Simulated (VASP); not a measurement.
# WSe2 (P6_3/mmc) in VASP: a series of runs

Runs on WSe2. Level: r2SCAN. Tasks: single point.

All numbers are computed with VASP 6.6.1; they aren't measurements. Logs are shortened: lines on timing, memory, paths and dates and some standing lists are left out, and cuts for length are marked.

**The experiment to reproduce.**

From “Time-resolved XUV ARPES with tunable 24–33 eV laser pulses at 30 meV resolution”, 2019, pmc:6684652, for a bulk crystal of WSe2: band gap 1.3 eV (indirect).

How close the calculation comes is told below.

## Step 1: The cell of the first run

It takes space group P6_3/mmc (No. 194, hexagonal). Conventional cell: a = 3.290 Å, b = 3.290 Å, c = 12.970 Å, α = 90.00°, β = 90.00°, γ = 120.00°. W (site symmetry -6m2) has 6 Se at 2.53 Å and 6 W at 3.29 Å within 3.3 Å. Within 3.4 Å of Se (site symmetry 3m) lie 3 W at 2.53 Å and 7 Se at 3.29 to 3.35 Å.

## Step 2: Single point, r2SCAN

The input, POSCAR:

```
WSe2
1.0
    3.2900000000      0.0000000000      0.0000000000
   -1.6450000000      2.8492235785      0.0000000000
    0.0000000000      0.0000000000     12.9700000000
W Se
2 4
Direct
    0.3333333333      0.6666666667      0.2500000000
    0.6666666667      0.3333333333      0.7500000000
    0.3333333333      0.6666666667      0.6210000000
    0.6666666667      0.3333333333      0.1210000000
    0.3333333333      0.6666666667      0.8790000000
    0.6666666667      0.3333333333      0.3790000000
```

The input, INCAR.step1:

```
PREC = Accurate ; ENCUT = 520
ISMEAR = 0 ; SIGMA = 0.1
LREAL = False ; LASPH = True
NELM = 80 ; NBANDS = 35
GGA = PE ; ALGO = Normal
EDIFF = 1E-4 ; LWAVE = True
LCHARG = False
```

The input, INCAR.step2:

```
PREC = Accurate ; ENCUT = 520
EDIFF = 1E-6 ; ISMEAR = 0
SIGMA = 0.1 ; LREAL = False
LASPH = True ; NELM = 80
ALGO = Normal ; ISIF = 2
LWAVE = False ; LCHARG = True
METAGGA = R2SCAN ; LMIXTAU = True
LELF = True ; LVHAR = True
NBANDS = 35 ; ISTART = 1
```

The input, KPOINTS:

```
Automatic mesh
0
Gamma
  6 6 2
```

Potentials or basis: VASP PAW PBE potentials, release 64 (W_sv, Se).

Command:

```bash
> cat potpaw_PBE.64/W_sv/POTCAR potpaw_PBE.64/Se/POTCAR > POTCAR
> cp INCAR.step1 INCAR
> mpirun -np 1 vasp_std > vasp.out
> cp INCAR.step2 INCAR
> mpirun -np 1 vasp_std > vasp.out
```

OUTCAR:

```text
PREC = Accurate
   ENCUT = 520
   EDIFF = 1E-6
   ISMEAR = 0
   LREAL = False
   LASPH = True
   NELM = 80
   ISIF = 2
   METAGGA = R2SCAN
   ISTART = 1

 ion  position               nearest neighbor table
   1  0.333  0.667  0.250-   4 2.53   6 2.53   4 2.53   6 2.53   4 2.53   6 2.53
   2  0.667  0.333  0.750-   3 2.53   5 2.53   3 2.53   5 2.53   3 2.53   5 2.53
   3  0.333  0.667  0.621-   2 2.53   2 2.53   2 2.53
   4  0.667  0.333  0.121-   1 2.53   1 2.53   1 2.53
   5  0.333  0.667  0.879-   2 2.53   2 2.53   2 2.53
   6  0.667  0.333  0.379-   1 2.53   1 2.53   1 2.53

  LATTYP: Found a hexagonal cell.
 ALAT       =     3.2900000000
 C/A-ratio  =     3.9422492401

  Lattice vectors:

 A1 = (   3.2900000000,   0.0000000000,   0.0000000000)
 A2 = (  -1.6450000000,   2.8492235785,   0.0000000000)
 A3 = (   0.0000000000,   0.0000000000,  12.9700000000)

Analysis of symmetry for initial positions (statically):
=====================================================================
 Subroutine PRICEL returns:
 Original cell was already a primitive cell.

 Routine SETGRP: Setting up the symmetry group for a
 hexagonal supercell.

 Subroutine GETGRP returns: Found 24 space group operations
 (whereof 12 operations were pure point group operations)
 out of a pool of 24 trial point group operations.

The static configuration has the point symmetry D_3d.
 The point group associated with its full space group is D_6h.

Analysis of symmetry for dynamics (positions and initial velocities):
=====================================================================
 Subroutine PRICEL returns:
 Original cell was already a primitive cell.

 Routine SETGRP: Setting up the symmetry group for a
 hexagonal supercell.

 Subroutine GETGRP returns: Found 24 space group operations
 (whereof 12 operations were pure point group operations)
 out of a pool of 24 trial point group operations.

The dynamic configuration has the point symmetry D_3d.
 The point group associated with its full space group is D_6h.

 Subroutine INISYM returns: Found 24 space group operations
 (whereof 12 operations are pure point group operations),
 and found     1 'primitive' translations

----------------------------------------------------------------------------------------

                                     Primitive cell

  volume of cell :     121.5801

[... 86 lines left out ...]
   LREAL  =      F    real-space projection
   EDIFFG = 0.1E-04   stopping-criterion for IOM
   NSW    =      0    number of steps for IOM
   IBRION =     -1    ionic relax: 0-MD 1-quasi-New 2-CG
   NFREE  =      0    steps in history (QN), initial steepest desc. (CG)
   ISIF   =      2    stress and relaxation
   ISYM   =      2    0-nonsym 1-usesym 2-fastsym
   POTIM  = 0.5000    time-step for ionic-motion
   TEBEG  =    0.0;   TEEND  =   0.0 temperature during run
   PSTRESS=    0.0 pullay stress
   NELECT =      52.0000    total number of electrons
   NUPDOWN=      -1.0000    fix difference up-down
   EMIN   =  10.00;   EMAX   =-10.00  energy-range for DOS
   EFERMI =   0.00;   METHOD = LEGACY
   ISMEAR =     0;   SIGMA  =   0.10  broadening in eV -4-tet -1-fermi 0-gaus
   EFERMI_NEDOS =   21; number of points for ismear=-14 and -15
   IALGO  =     38    algorithm
   IMIX   =      4    mixing-type and parameters
     AMIX     =   0.40;   BMIX     =  1.00
     AMIX_MAG =   1.60;   BMIX_MAG =  1.00
  volume/ion in A,a.u.               =      20.26       136.74
  Fermi-wavevector in a.u.,A,eV,Ry     =   1.233451  2.330884 20.699914  1.521401
  Thomas-Fermi vector in A             =   2.368180
   LORBIT       =      0    0 simple, 1 ext, 2 COOP (PROOUT), +10 PAW based schemes
   METAGGA = R2SCAN    functional components
   LHFCALC =     F    Hartree Fock is set to
   AEXX    =    0.0000 exact exchange contribution
   IVDW    =     0    specifies the selected vdW correction
   LEPSILON=     F    determine dielectric tensor
   LRPA    =     F    only Hartree local field effects (RPA)
 non-spin polarized calculation
 Gauss-broadening in eV      SIGMA  =   0.10
  energy-cutoff  :      520.00
  volume of cell :      121.58
 maximum number of plane-waves:      3324
   NGX = 13   NGY = 13   NGZ = 49

 number of electron      51.9999991 magnetization

 Free energy of the ion-electron system (eV)
  ---------------------------------------------------
  ext. energy  EPLUGINS =         0.00000000
  ---------------------------------------------------
  free energy    TOTEN  =      -163.52955346 eV

  energy without entropy =     -163.52955346  energy(sigma->0) =     -163.52955346

 E-fermi :   6.6298     XC(G=0): -11.4074

 val. band max:        6.1030708871   @ k =   0.0000   0.0000   0.0000
 cond. band min:       7.1952427576   @ k =   0.1667   0.1667   0.0000
 fundamental gap:      1.0921718705
 Fermi energy:         6.6297522887

 k-point     1 :       0.0000    0.0000    0.0000
  band No.  band energies     occupation
      1     -70.2151      2.00000
      2     -70.2151      2.00000
      3     -33.8131      2.00000
      4     -33.8131      2.00000
      5     -33.6814      2.00000
      6     -33.6814      2.00000
[... 521 lines left out ...]
     34      10.7722      0.00000
     35      12.6518      0.00000

------------------------ aborting loop because EDIFF is reached ----------------------------------------

  FORCE on cell =-STRESS in cart. coord.  units (eV):
  Direction    XX          YY          ZZ          XY          YZ          ZX
  --------------------------------------------------------------------------------------
  -------------------------------------------------------------------------------------
  Total        1.7363097      1.7363097      1.1475503      0.0000000     -0.0000000      0.0000000
  in kB       22.8810188     22.8810188     15.1223712      0.0000000     -0.0000000      0.0000000
  external PRESSURE =      20.2948029 kB  Pullay stress =       0.0000000 kB

 VOLUME and BASIS-vectors are now :
 -----------------------------------------------------------------------------
  energy-cutoff  :      520.00
  volume of cell :      121.58
      direct lattice vectors                 reciprocal lattice vectors
     3.290000000  0.000000000  0.000000000     0.303951368  0.175486404  0.000000000
    -1.645000000  2.849223579  0.000000000     0.000000000  0.350972808  0.000000000
     0.000000000  0.000000000 12.970000000     0.000000000  0.000000000  0.077101002

 POSITION                                       TOTAL-FORCE (eV/Angst)
 -----------------------------------------------------------------------------------
     -0.00000      1.89948      3.24250         0.000000      0.000000      0.000000
      1.64500      0.94974      9.72750        -0.000000      0.000000      0.000000
     -0.00000      1.89948      8.05437         0.000000     -0.000000      0.111096
      1.64500      0.94974      1.56937         0.000000      0.000000      0.111096
     -0.00000      1.89948     11.40063        -0.000000      0.000000     -0.111096
      1.64500      0.94974      4.91563         0.000000      0.000000     -0.111096
 -----------------------------------------------------------------------------------
    total drift:                               -0.000000      0.000000     -0.000000

  FREE ENERGIE OF THE ION-ELECTRON SYSTEM (eV)
  ---------------------------------------------------
  free  energy   TOTEN  =      -163.5295534612 eV

  energy  without entropy=     -163.5295534612  energy(sigma->0) =     -163.52955346
```

OSZICAR.step1:

```text
N       E                     dE             d eps       ncg     rms          rms(c)
DAV:   1     0.496941379238E+03    0.49694E+03   -0.27952E+04  1092   0.145E+03
DAV:   2    -0.146769199225E+02   -0.51162E+03   -0.49328E+03  1163   0.388E+02
DAV:   3    -0.443993134987E+02   -0.29722E+02   -0.29234E+02  1189   0.878E+01
DAV:   4    -0.450217258507E+02   -0.62241E+00   -0.61978E+00  1189   0.131E+01
DAV:   5    -0.450296617440E+02   -0.79359E-02   -0.79326E-02  1190   0.160E+00    0.298E+01
DAV:   6    -0.435160548394E+02    0.15136E+01   -0.58344E+00  1093   0.160E+01    0.106E+01
DAV:   7    -0.433000001888E+02    0.21605E+00   -0.28367E+00  1032   0.800E+00    0.563E+00
DAV:   8    -0.431246093002E+02    0.17539E+00   -0.38859E-01  1102   0.424E+00    0.126E+00
DAV:   9    -0.431271744703E+02   -0.25652E-02   -0.53138E-02  1174   0.114E+00    0.900E-01
DAV:  10    -0.431257010969E+02    0.14734E-02   -0.12386E-02  1071   0.746E-01    0.138E-01
DAV:  11    -0.431257053871E+02   -0.42902E-05   -0.16657E-03  1086   0.258E-01    0.182E-01
DAV:  12    -0.431256648088E+02    0.40578E-04   -0.55591E-05   624   0.506E-02
   1 F= -.43125665E+02 E0= -.43125665E+02  d E =-.612185E-11
```

Wall time 3.5 min (1 thread of Intel Xeon Platinum 8488C (Sapphire Rapids), shared host); peak memory 0.25 GiB.

Results:

* Free energy: -163.5296 eV
* Pressure: 2.0 GPa
* Largest force: 0.111 eV/Å
* Band gap on the k mesh: 1.09 eV (least direct gap 1.64 eV)

Forces on the atoms (eV/Å):
```
W    0.000  0.000  0.000
W    0.000  0.000  0.000
Se   0.000  0.000  0.111
Se   0.000  0.000  0.111
Se   0.000  0.000 -0.111
Se   0.000  0.000 -0.111
```

Stress tensor (GPa, compression positive):
```
2.29 0.00 0.00
0.00 2.29 0.00
0.00 0.00 1.51
```

Caveat: the PAW data sets were made with another functional, which shifts forces and pressure a little; spin-orbit coupling is left out, which moves the levels of the heavy elements. A k mesh can miss the band edges.

(Part 1 of 3 ends here.)
